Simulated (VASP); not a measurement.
# HgPd2Pt2 (P4/mbm) in VASP: single point with r2SCAN

Aim: the single point of HgPd2Pt2 with r2SCAN.

All numbers are computed with VASP 6.6.1; they aren't measurements. Logs are shortened: lines on timing, memory, paths and dates and some standing lists are left out, and cuts for length are marked.

## 1. The cell of the first run

It takes space group P4/mbm (No. 127, tetragonal). The conventional cell has a = 7.004 Å, b = 7.004 Å, c = 3.371 Å, α = 90.00°, β = 90.00°, γ = 90.00°. Pd (site symmetry m2m) has 1 Pd at 2.49 Å and 6 Pt at 2.59 to 2.72 Å and 2 Hg at 2.77 Å within 3.3 Å. Within 3.4 Å of Pt (site symmetry m2m) lie 6 Pd at 2.59 to 2.72 Å and 4 Hg at 3.08 Å and 2 Pt at 3.37 Å. Within 3.6 Å of Hg (site symmetry 4/m) lie 4 Pd at 2.77 Å and 8 Pt at 3.08 Å and 2 Hg at 3.37 Å.

## 2. Single point, r2SCAN

Contents of POSCAR:

```
HgPd2Pt2
1.0
    7.0038100000      0.0000000000      0.0000000000
    0.0000000000      7.0038100000      0.0000000000
    0.0000000000      0.0000000000      3.3709490000
Pd Pt Hg
4 4 2
Direct
    0.3745000000      0.8745000000      0.0000000000
    0.1255000000      0.3745000000      0.0000000000
    0.6255000000      0.1255000000      0.0000000000
    0.8745000000      0.6255000000      0.0000000000
    0.1760000000      0.6760000000      0.5000000000
    0.3240000000      0.1760000000      0.5000000000
    0.8240000000      0.3240000000      0.5000000000
    0.6760000000      0.8240000000      0.5000000000
    0.0000000000      0.0000000000      0.0000000000
    0.5000000000      0.5000000000      0.0000000000
```

Contents of INCAR.step1:

```
PREC     = Accurate       # precision mode
ENCUT    = 520            # plane-wave cutoff, eV
ISMEAR   = -1             # smearing method
SIGMA    = 0.1            # smearing width, eV
LREAL    = False          # projectors in reciprocal space
LASPH    = True           # aspherical terms in the spheres
NELM     = 100            # most SCF steps
NBANDS   = 63             # bands
GGA      = PE             # functional
ALGO     = Normal         # electronic algorithm
EDIFF    = 1E-4           # SCF threshold, eV
LWAVE    = True           # write WAVECAR
LCHARG   = False          # write CHGCAR
```

Contents of INCAR.step2:

```
PREC     = Accurate       # precision mode
ENCUT    = 520            # plane-wave cutoff, eV
EDIFF    = 1E-6           # SCF threshold, eV
ISMEAR   = -1             # smearing method
SIGMA    = 0.1            # smearing width, eV
LREAL    = False          # projectors in reciprocal space
LASPH    = True           # aspherical terms in the spheres
NELM     = 100            # most SCF steps
ALGO     = Normal         # electronic algorithm
ISIF     = 2              # what is computed and relaxed
LWAVE    = False          # write WAVECAR
LCHARG   = False          # write CHGCAR
METAGGA  = R2SCAN         # meta-GGA
LMIXTAU  = True         
NBANDS   = 63             # bands
ISTART   = 1
```

Contents of KPOINTS:

```
regular mesh
0
Gamma
  3 3 5
```

Potentials or basis: VASP PAW PBE potentials, release 64 (Pd, Pt, Hg).

Started as:

```
$ cat potpaw_PBE.64/Pd/POTCAR potpaw_PBE.64/Pt/POTCAR potpaw_PBE.64/Hg/POTCAR > POTCAR
$ cp INCAR.step1 INCAR
$ mpirun -np 1 vasp_std > vasp.out
$ cp INCAR.step2 INCAR
$ mpirun -np 1 vasp_std > vasp.out
```

OUTCAR:

```text
PREC = Accurate
   ENCUT = 520
   EDIFF = 1E-6
   ISMEAR = -1
   LREAL = False
   LASPH = True
   NELM = 100
   ISIF = 2
   METAGGA = R2SCAN
   ISTART = 1

 ion  position               nearest neighbor table
   1  0.374  0.874  0.000-   3 2.49   5 2.59   5 2.59   8 2.72   6 2.72   6 2.72   8 2.72  10 2.77
                             9 2.77
   2  0.126  0.374  0.000-   4 2.49   6 2.59   6 2.59   7 2.72   5 2.72   5 2.72   7 2.72  10 2.77
                             9 2.77
   3  0.626  0.126  0.000-   1 2.49   7 2.59   7 2.59   8 2.72   6 2.72   6 2.72   8 2.72  10 2.77
                             9 2.77
   4  0.874  0.626  0.000-   2 2.49   8 2.59   8 2.59   5 2.72   5 2.72   7 2.72   7 2.72  10 2.77
                             9 2.77
   5  0.176  0.676  0.500-   1 2.59   1 2.59   4 2.72   2 2.72   2 2.72   4 2.72  10 3.08   9 3.08
                             9 3.08  10 3.08   7 3.49
   6  0.324  0.176  0.500-   2 2.59   2 2.59   3 2.72   1 2.72   1 2.72   3 2.72  10 3.08   9 3.08
                             9 3.08  10 3.08   8 3.49
   7  0.824  0.324  0.500-   3 2.59   3 2.59   4 2.72   2 2.72   2 2.72   4 2.72  10 3.08   9 3.08
                             9 3.08  10 3.08   5 3.49
   8  0.676  0.824  0.500-   4 2.59   4 2.59   1 2.72   1 2.72   3 2.72   3 2.72  10 3.08   9 3.08
                             9 3.08  10 3.08   6 3.49
   9  0.000  0.000  0.000-   1 2.77   2 2.77   3 2.77   4 2.77   5 3.08   6 3.08   7 3.08   8 3.08
                             5 3.08   6 3.08   7 3.08   8 3.08
  10  0.500  0.500  0.000-   1 2.77   2 2.77   3 2.77   4 2.77   5 3.08   6 3.08   7 3.08   8 3.08
                             5 3.08   6 3.08   7 3.08   8 3.08

  LATTYP: Found a simple tetragonal cell.
 ALAT       =     7.0038100000
 C/A-ratio  =     0.4813021770

  Lattice vectors:

 A1 = (   7.0038100000,   0.0000000000,   0.0000000000)
 A2 = (   0.0000000000,   7.0038100000,   0.0000000000)
 A3 = (   0.0000000000,   0.0000000000,   3.3709490000)

Analysis of symmetry for initial positions (statically):
=====================================================================
 Subroutine PRICEL returns:
 Original cell was already a primitive cell.

 Routine SETGRP: Setting up the symmetry group for a
 simple tetragonal supercell.

 Subroutine GETGRP returns: Found 16 space group operations
 (whereof  8 operations were pure point group operations)
 out of a pool of 16 trial point group operations.

The static configuration has the point symmetry C_4h.
 The point group associated with its full space group is D_4h.

Analysis of symmetry for dynamics (positions and initial velocities):
=====================================================================
 Subroutine PRICEL returns:
 Original cell was already a primitive cell.

 Routine SETGRP: Setting up the symmetry group for a
 simple tetragonal supercell.

 Subroutine GETGRP returns: Found 16 space group operations
 (whereof  8 operations were pure point group operations)
 out of a pool of 16 trial point group operations.

The dynamic configuration has the point symmetry C_4h.
 The point group associated with its full space group is D_4h.

 Subroutine INISYM returns: Found 16 space group operations
 (whereof  8 operations are pure point group operations),
 and found     1 'primitive' translations

----------------------------------------------------------------------------------------

                                     Primitive cell

  volume of cell :     165.3564

  direct lattice vectors                    reciprocal lattice vectors
     7.003810000  0.000000000  0.000000000     0.142779430  0.000000000  0.000000000
     0.000000000  7.003810000  0.000000000     0.000000000  0.142779430  0.000000000
     0.000000000  0.000000000  3.370949000     0.000000000  0.000000000  0.296652367

  length of vectors
     7.003810000  7.003810000  3.370949000     0.142779430  0.142779430  0.296652367

  position of ions in fractional coordinates (direct lattice)
     0.374500000  0.874500000  0.000000000
     0.125500000  0.374500000  0.000000000
     0.625500000  0.125500000  0.000000000
     0.874500000  0.625500000  0.000000000
     0.176000000  0.676000000  0.500000000
     0.324000000  0.176000000  0.500000000
     0.824000000  0.324000000  0.500000000
     0.676000000  0.824000000  0.500000000
     0.000000000  0.000000000  0.000000000
     0.500000000  0.500000000  0.000000000

  ion indices of the primitive-cell ions
   primitive index   ion index
                 1           1
                 2           2
                 3           3
                 4           4
                 5           5
                 6           6
                 7           7
                 8           8
                 9           9
                10          10

----------------------------------------------------------------------------------------

 KPOINTS: regular mesh

Automatic generation of k-mesh.
 Grid dimensions read from file:
 generate k-points for:    3    3    5

 Generating k-lattice:

  Cartesian coordinates                     Fractional coordinates (reciprocal lattice)
     0.047593143  0.000000000  0.000000000     0.333333333  0.000000000  0.000000000
     0.000000000  0.047593143  0.000000000     0.000000000  0.333333333  0.000000000
     0.000000000  0.000000000  0.059330473     0.000000000  0.000000000  0.200000000

  Length of vectors
     0.047593143  0.047593143  0.059330473

  Shift w.r.t. Gamma in fractional coordinates (k-lattice)
     0.000000000  0.000000000  0.000000000

 Subroutine IBZKPT returns following result:
 ===========================================

 Found      9 irreducible k-points:

 Following reciprocal coordinates:
            Coordinates               Weight
  0.000000  0.000000  0.000000      1.000000
  0.333333  0.000000  0.000000      4.000000
  0.333333  0.333333  0.000000      4.000000
  0.000000  0.000000  0.200000      2.000000
  0.333333  0.000000  0.200000      8.000000
  0.333333  0.333333  0.200000      8.000000
  0.000000  0.000000  0.400000      2.000000
  0.333333  0.000000  0.400000      8.000000
  0.333333  0.333333  0.400000      8.000000
   k-points           NKPTS =      9   k-points in BZ     NKDIM =      9   number of bands    NBANDS=     63
   number of dos      NEDOS =    301   number of ions     NIONS =     10
   total plane-waves  NPLWV =  81648
   dimension x,y,z NGX =    54 NGY =   54 NGZ =   28
   dimension x,y,z NGXF=   108 NGYF=  108 NGZF=   56
   ions per type =               4   4   2
   NGX,Y,Z   is equivalent  to a cutoff of  12.82, 12.82, 13.81 a.u.
   NGXF,Y,Z  is equivalent  to a cutoff of  25.64, 25.64, 27.62 a.u.
 SYSTEM =  unknown system
   PREC   = accura    normal or accurate (medium, high low for compatibility)
   ISTART =      1    job   : 0-new  1-cont  2-samecut
   ICHARG =      0    charge: 1-file 2-atom 10-const
   ISPIN  =      1    spin polarized calculation?
   LNONCOLLINEAR =      F non collinear calculations
   LSORBIT =      F    spin-orbit coupling
   LASPH  =      T    aspherical Exc in radial PAW
   ENCUT  =  520.0 eV  38.22 Ry    6.18 a.u.  13.02 13.02  6.27*2*pi/ulx,y,z
   NELM   =    100;   NELMIN=  2; NELMDL=  0     # of ELM steps
   EDIFF  = 0.1E-05   stopping-criterion for ELM
   LREAL  =      F    real-space projection
   EDIFFG = 0.1E-04   stopping-criterion for IOM
   NSW    =      0    number of steps for IOM
   IBRION =     -1    ionic relax: 0-MD 1-quasi-New 2-CG
   NFREE  =      0    steps in history (QN), initial steepest desc. (CG)
   ISIF   =      2    stress and relaxation
   ISYM   =      2    0-nonsym 1-usesym 2-fastsym
   POTIM  = 0.5000    time-step for ionic-motion
   TEBEG  =    0.0;   TEEND  =   0.0 temperature during run
   PSTRESS=    0.0 pullay stress
   NELECT =     104.0000    total number of electrons
   NUPDOWN=      -1.0000    fix difference up-down
   EMIN   =  10.00;   EMAX   =-10.00  energy-range for DOS
   EFERMI =   0.00;   METHOD = LEGACY
   ISMEAR =    -1;   SIGMA  =   0.10  broadening in eV -4-tet -1-fermi 0-gaus
   EFERMI_NEDOS =   21; number of points for ismear=-14 and -15
   IALGO  =     38    algorithm
   IMIX   =      4    mixing-type and parameters
     AMIX     =   0.40;   BMIX     =  1.00
     AMIX_MAG =   1.60;   BMIX_MAG =  1.00
  volume/ion in A,a.u.               =      16.54       111.59
  Fermi-wavevector in a.u.,A,eV,Ry     =   1.402638  2.650602 26.768017  1.967394
  Thomas-Fermi vector in A             =   2.525380
   LORBIT       =      0    0 simple, 1 ext, 2 COOP (PROOUT), +10 PAW based schemes
   METAGGA = R2SCAN    functional components
   LHFCALC =     F    Hartree Fock is set to
   AEXX    =    0.0000 exact exchange contribution
   IVDW    =     0    specifies the selected vdW correction
   LEPSILON=     F    determine dielectric tensor
   LRPA    =     F    only Hartree local field effects (RPA)
 non-spin polarized calculation
  energy-cutoff  :      520.00
  volume of cell :      165.36
 maximum number of plane-waves:      4477
 NGX is ok and might be reduce to    54
   NGX = 27   NGY = 27   NGZ = 13

 number of electron     103.9999973 magnetization

 Free energy of the ion-electron system (eV)
  ---------------------------------------------------
  ext. energy  EPLUGINS =         0.00000000
  ---------------------------------------------------
  free energy    TOTEN  =      -394.46075458 eV

  energy without entropy =     -394.17455147  energy(sigma->0) =     -394.31765303

 E-fermi :   8.0880     XC(G=0): -13.6051

 val. band max:        8.0169182915   @ k =   0.0000   0.0000   0.0000
 cond. band min:       8.0961922661   @ k =   0.0000   0.0000   0.4000
 fundamental gap:      0.0792739747
 Fermi energy:         8.0880356376

 k-point     1 :       0.0000    0.0000    0.0000
  band No.  band energies     occupation
      1      -0.9139      2.00000
      2       0.0566      2.00000
      3       0.3220      2.00000
      4       0.4627      2.00000
      5       0.4688      2.00000
      6       0.5108      2.00000
[... 55 lines left out ...]
     62      16.7776      0.00000
     63      17.3515      0.00000

 k-point     2 :       0.3333    0.0000    0.0000
  band No.  band energies     occupation
      1      -0.4779      2.00000
      2       0.2001      2.00000
      3       0.3773      2.00000
      4       0.3773      2.00000
      5       0.3881      2.00000
      6       0.4715      2.00000
[... 55 lines left out ...]
     62      15.5870      0.00000
     63      16.0477      0.00000

 k-point     3 :       0.3333    0.3333    0.0000
  band No.  band energies     occupation
      1      -0.1159      2.00000
      2       0.2340      2.00000
      3       0.3389      2.00000
      4       0.3695      2.00000
      5       0.4372      2.00000
      6       0.4374      2.00000
[... 385 lines left out ...]
     62      13.4609      0.00000
     63      13.7494      0.00000

 k-point     9 :       0.3333    0.3333    0.4000
  band No.  band energies     occupation
      1       0.3719      2.00000
      2       0.4057      2.00000
      3       0.4853      2.00000
      4       0.4994      2.00000
      5       0.5064      2.00000
      6       0.5359      2.00000
[... 55 lines left out ...]
     62      13.9679      0.00000
     63      14.4362      0.00000

------------------------ aborting loop because EDIFF is reached ----------------------------------------

  FORCE on cell =-STRESS in cart. coord.  units (eV):
  Direction    XX          YY          ZZ          XY          YZ          ZX
  --------------------------------------------------------------------------------------
  -------------------------------------------------------------------------------------
  Total        8.5248944      8.5248944      3.0374996      0.0000000     -0.0000000      0.0000000
  in kB       82.5997431     82.5997431     29.4310607      0.0000000     -0.0000000      0.0000000
  external PRESSURE =      64.8768490 kB  Pullay stress =       0.0000000 kB

 VOLUME and BASIS-vectors are now :
 -----------------------------------------------------------------------------
  energy-cutoff  :      520.00
  volume of cell :      165.36
      direct lattice vectors                 reciprocal lattice vectors
     7.003810000  0.000000000  0.000000000     0.142779430  0.000000000  0.000000000
     0.000000000  7.003810000  0.000000000     0.000000000  0.142779430  0.000000000
     0.000000000  0.000000000  3.370949000     0.000000000  0.000000000  0.296652367

 POSITION                                       TOTAL-FORCE (eV/Angst)
 -----------------------------------------------------------------------------------
      2.62293      6.12483      0.00000        -0.631121     -0.631121     -0.000000
      0.87898      2.62293      0.00000         0.631121     -0.631121      0.000000
      4.38088      0.87898      0.00000         0.631121      0.631121     -0.000000
      6.12483      4.38088      0.00000        -0.631121      0.631121     -0.000000
      1.23267      4.73458      1.68547        -0.453412     -0.453412     -0.000000
      2.26923      1.23267      1.68547         0.453412     -0.453412      0.000000
      5.77114      2.26923      1.68547         0.453412      0.453412     -0.000000
      4.73458      5.77114      1.68547        -0.453412      0.453412     -0.000000
      0.00000      0.00000      0.00000         0.000000     -0.000000     -0.000000
      3.50190      3.50190      0.00000         0.000000     -0.000000     -0.000000
 -----------------------------------------------------------------------------------
    total drift:                                0.000000     -0.000000     -0.000000

  FREE ENERGIE OF THE ION-ELECTRON SYSTEM (eV)
  ---------------------------------------------------
  free  energy   TOTEN  =      -394.4607545801 eV

  energy  without entropy=     -394.1745514749  energy(sigma->0) =     -394.31765303
```

Run time: 11 min. Hardware: 1 thread of Oxide Virtual Turin-like, shared host; peak memory 0.31 GiB.

What came out:

- Free energy: -394.4608 eV
- Pressure: 6.5 GPa
- Largest force: 0.893 eV/Å

Forces on the atoms (eV/Å):
```
Pd  -0.631 -0.631  0.000
Pd   0.631 -0.631  0.000
Pd   0.631  0.631  0.000
Pd  -0.631  0.631  0.000
Pt  -0.453 -0.453  0.000
Pt   0.453 -0.453  0.000
Pt   0.453  0.453  0.000
Pt  -0.453  0.453  0.000
Hg   0.000  0.000  0.000
Hg   0.000  0.000  0.000
```

Levels at points of the mesh, in eV from the Fermi level:
```tsv
k point	band 50	band 51	band 52	band 53	band 54	band 55
(0.00, 0.00, 0.00)	-0.55	-0.39	-0.07	0.42	0.42	0.86
```

Caveat: the k points lie up to 0.37 Å⁻¹ apart; the PAW data sets were made with another functional, which shifts forces and pressure a little; spin-orbit coupling is left out, which moves the levels of the heavy elements.
